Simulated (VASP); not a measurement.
MgO, 2 atoms in the cell. The structure is tetragonal, space group I4/mmm (No. 139). Conventional cell: a = 3.147 Å, b = 3.147 Å, c = 4.204 Å, α = 90.00°, β = 90.00°, γ = 90.00°. Mg (site symmetry 4/mmm) has 6 O at 2.10 to 2.23 Å within 2.8 Å. O (site symmetry 4/mmm) has 6 Mg at 2.10 to 2.23 Å within 2.8 Å.  This cell differs from its parent crystal: biaxial xy strain +5.8%.

| Item | Value |
| --- | --- |
| Program | VASP 6.6.1 |
| Task | single point |
| Functional | PBE |
| Potentials or basis | VASP PAW PBE potentials, release 64 (Mg, O) |
| Cutoff | 520 eV |
| k mesh | 10 × 10 × 10 |
| Occupations | fermi-dirac, width 0.02 eV |
| Spin | no spin polarisation |
| Dipole correction | no |
| Further INCAR settings | ALGO = Normal; EDIFF = 1e-06; NBANDS = 11 |

Potentials or basis: VASP PAW PBE potentials, release 64 (Mg, O).

Run with:

```bash
$ cat potpaw_PBE.64/Mg/POTCAR potpaw_PBE.64/O/POTCAR > POTCAR
$ mpirun -np 1 vasp_std > vasp.out
```

Hardware: 1 thread of Intel Xeon 6975P-C (shared host).

Estimate the wall time of this run.

It took 14 s on 1 thread of Intel Xeon 6975P-C, on a shared host, peak memory 0.15 GiB. Counts: scf iterations 12, k points 102.
